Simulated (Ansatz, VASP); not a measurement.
# Two plane-wave programs on CdF2

The input INCAR:

```
PREC = Accurate
ENCUT = 700
EDIFF = 1E-6
ISMEAR = 0
SIGMA = 0.05
LREAL = F
LASPH = T
NELM = 120
ALGO = Normal
ISIF = 2
LWAVE = F
LCHARG = F
GGA = PE
NBANDS = 24
GGA_COMPAT = F
```

The input KPOINTS:

```
regular mesh
0
Gamma
  8 8 8
```

POSCAR

```
CdF2
1.0
    0.0000000000      2.6131800000      2.6535900000
    2.6131800000      0.0000000000      2.6535900000
    2.6131800000      2.6131800000      0.0000000000
Cd F
1 2
Direct
    0.0000000000      0.0000000000      0.0000000000
    0.2500000000      0.2500000000      0.2500000000
    0.7500000000      0.7500000000      0.7500000000
```

Input for Ansatz:

```yaml
crystal:
  lattice:
    - [0.0, 2.61318, 2.65359]
    - [2.61318, 0.0, 2.65359]
    - [2.61318, 2.61318, 0.0]
  atoms:
    - { symbol: Cd, position: [0.0, 0.0, 0.0] }
    - { symbol: F, position: [0.25, 0.25, 0.25] }
    - { symbol: F, position: [0.75, 0.75, 0.75] }
basis:
  ecutwfc: 420
kpoints:
  mp_grid: { grid: [8, 8, 8] }
hamiltonian:
  xc: pbe
scf:
  occupations: { method: gaussian, width: 0.05 }
output:
  forces: true
  stress: true
  eigenvalues: true
```

Change from the starting cell: strain -0.030 along x and y, -0.015 along z, atoms carried along.

Alike in both runs: task single point; functional PBE; k mesh 8 × 8 × 8; occupations gaussian, width 0.05 eV; no spin polarisation.

|  | VASP | Ansatz |
| --- | --- | --- |
| version | VASP 6.6.1 | Ansatz 0.2.0 |
| potentials or method | VASP PAW PBE potentials, release 64 (Cd_sv_GW, F), cutoff 700 eV | scalar-relativistic, plane waves, PAW |
| valence electrons in the cell | 34 | 34 |

```tsv
	VASP	Ansatz	Ansatz less VASP
gap on the k mesh at the Fermi level (eV)	3.35	3.37	+0.012
least direct gap on the mesh (eV)	3.73	3.73	+0.009
pressure (GPa)	15.8	16.2	+0.42
traceless stress, the component that is largest in VASP (GPa)	-1.16	-1.16	-0.002
```
